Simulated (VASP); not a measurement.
Runs of VASP 6.6.1 on Ir. The structure is that of space group Fd-3m (No. 227), or close to it. The cells are those of the table. 

```csv
task,cell,k mesh,cutoff (eV),gap on the mesh (eV),pressure (GPa),relaxed volume (Å³/atom)
single point,"a = 3.896 Å, angles 60.0°, 2 atoms",6 × 6 × 6,520,none,-0.3,-
single point,"a = 4.670 Å, angles 60.0°, 2 atoms",6 × 6 × 6,520,none,-26.9,-
single point,"a = 3.893 Å, angles 60.0°, 2 atoms",14 × 14 × 14,520,none,-0.3,-
relaxation of cell and atoms,"relaxed from a = 4.670 Å, angles 60.0°, 2 atoms",6 × 6 × 6,600,none,-0.4,(a)
relaxation of cell and atoms,"relaxed from a = 3.896 Å, angles 60.0°, 2 atoms",14 × 14 × 14,600,none,0.0,20.83
```

Alike in all rows: level PBEsol; potentials or basis VASP PAW PBE potentials, release 64 (Ir); no spin polarisation; smearing gaussian 0.1 eV.

Q: Estimate the missing entries.

A: (a) 20.92.

Caveats: the PAW data sets were made with another functional, which shifts forces and pressure a little; spin-orbit coupling is left out, which moves the levels of the heavy elements; the volume moved by over 15 % at a fixed basis, so the end points are rough (some runs).

A k mesh can miss the band edges, and the runs leave out spin-orbit coupling on Ir.

A gap of «none» marks levels without a gap at the run's occupations.
